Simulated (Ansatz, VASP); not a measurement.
# Ir in VASP and in Ansatz

The input POSCAR:

```
Ir
1.0
    0.0000000000      1.9228496764      1.9228496764
    1.9228496764      0.0000000000      1.9228496764
    1.9228496764      1.9228496764      0.0000000000
Ir
1
Direct
    0.0000000000      0.0000000000      0.0000000000
```

Contents of INCAR.step1:

```
SYSTEM = Ir
PREC = Accurate
ENCUT = 550
ISMEAR = -1
SIGMA = 1.0
LREAL = .False.
LASPH = .True.
NELM = 120
NBANDS = 14
GGA = PE
ALGO = Normal
EDIFF = 1E-5
LWAVE = .True.
LCHARG = .False.
GGA_COMPAT = .False.
```

INCAR.step2

```
SYSTEM = Ir
PREC = Accurate
ENCUT = 550
EDIFF = 1E-6
ISMEAR = -1
SIGMA = 1.0
LREAL = .False.
LASPH = .True.
NELM = 120
ALGO = Normal
ISIF = 2
LWAVE = .False.
LCHARG = .True.
METAGGA = R2SCAN
LMIXTAU = .True.
LELF = .True.
LVHAR = .True.
NBANDS = 14
ISTART = 1
GGA_COMPAT = .False.
```

File KPOINTS:

```
Automatic mesh
0
Gamma
  14 14 14
  0 0 0
```

Input for Ansatz:

```yaml
crystal:
  lattice:
    - [0.0, 1.9228496764, 1.9228496764]
    - [1.9228496764, 0.0, 1.9228496764]
    - [1.9228496764, 1.9228496764, 0.0]
  atoms:
    - { symbol: Ir, position: [0.0, 0.0, 0.0] }
hamiltonian:
  xc: r2scan
  pseudopotentials:
    kind: paw
    azcp:
      Ir: "pseudopotentials/Ir.paw.azcp"
basis:
  ecutwfc: 500
  fft_grid_basis: typed
kpoints:
  mp_grid: { grid: [14, 14, 14], shift: [0, 0, 0] }
magnetization:
  spin_polarized: false
scf:
  occupations: { method: fermi_dirac, width: 1.0 }
  lower_state_search: "off"
output:
  stress: true
```

Alike in both runs: task single point; functional r2SCAN; k mesh 14 × 14 × 14; occupations fermi-dirac, width 1 eV; no spin polarisation.

```csv
,VASP,Ansatz
version,VASP 6.6.1,Ansatz 0.2.0
potentials or method,"VASP PAW PBE potentials, release 64 (Ir_sv_GW), cutoff 550 eV","plane waves (500 eV) with PAW, scalar-relativistic"
valence electrons in the cell,17,17
```

|  | VASP | Ansatz | Ansatz less VASP |
| --- | --- | --- | --- |
| pressure (GPa) | 20.8 | 23.0 | +2.21 |

VASP's potentials were made for PBE, not for r2SCAN. The functional is the same, so the differences come from potentials, cutoffs and numerics.

Neither program's run includes spin-orbit coupling.
